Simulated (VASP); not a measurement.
Write the native input for VASP 6.6.1 that does the following.

| Quantity | Value |
| --- | --- |
| Task | single point |
| Functional | PBE |
| Potentials or basis | VASP PAW PBE potentials, release 64 (Zr_sv, Cl) |
| Cutoff | 520 eV |
| k mesh | 6 × 6 × 4 |
| Occupations | gaussian, width 0.1 eV |
| Spin | no spin polarisation |
| Dipole correction | no |
| Further INCAR settings | ALGO = Normal; EDIFF = 1e-06; NBANDS = 36 |

The structure of Zr4Cl lies in POSCAR:

```
Zr4Cl
1.0
    5.1572335543     -0.0000000031      0.0000000000
   -2.5786167745      4.4662952728      0.0000000000
    0.0000000000      0.0000000000      5.6751064196
Zr Cl
4 1
Direct
    0.3333333333      0.6666666667      0.5000000000
    0.6666666667      0.3333333333      0.5000000000
    0.3333333333      0.6666666667      0.0000000000
    0.6666666667      0.3333333333      0.0000000000
    0.0000000000      0.0000000000      0.0000000000
```

The cell was generated, and may not be a known phase.

These files were run (other wordings do the same):

INCAR

```
PREC     = Accurate       # precision mode
ENCUT    = 520            # plane-wave cutoff, eV
EDIFF    = 1E-6           # SCF threshold, eV
ISMEAR   = 0              # smearing method
SIGMA    = 0.1            # smearing width, eV
LREAL    = F              # projectors in reciprocal space
LASPH    = T              # aspherical terms in the spheres
NELM     = 80             # most SCF steps
ALGO     = Normal         # electronic algorithm
ISIF     = 2              # what is computed and relaxed
LWAVE    = F              # write WAVECAR
LCHARG   = F              # write CHGCAR
GGA      = PE             # functional
NBANDS   = 36             # bands
```

KPOINTS

```
regular mesh
0
Gamma
  6 6 4
```

Potentials or basis: VASP PAW PBE potentials, release 64 (Zr_sv, Cl).

The run is started by

```bash
$ cat potpaw_PBE.64/Zr_sv/POTCAR potpaw_PBE.64/Cl/POTCAR > POTCAR
$ mpirun -np 1 vasp_std > vasp.out
```

Results of the run:

```
Pressure               : 0.2 GPa
Band gap on the k mesh : zero (an odd number of electrons rules out a gap without spin polarisation)
```

Run time: 80 s on 1 thread of Oxide Virtual Turin-like Processor (shared host), peak memory 0.24 GiB.
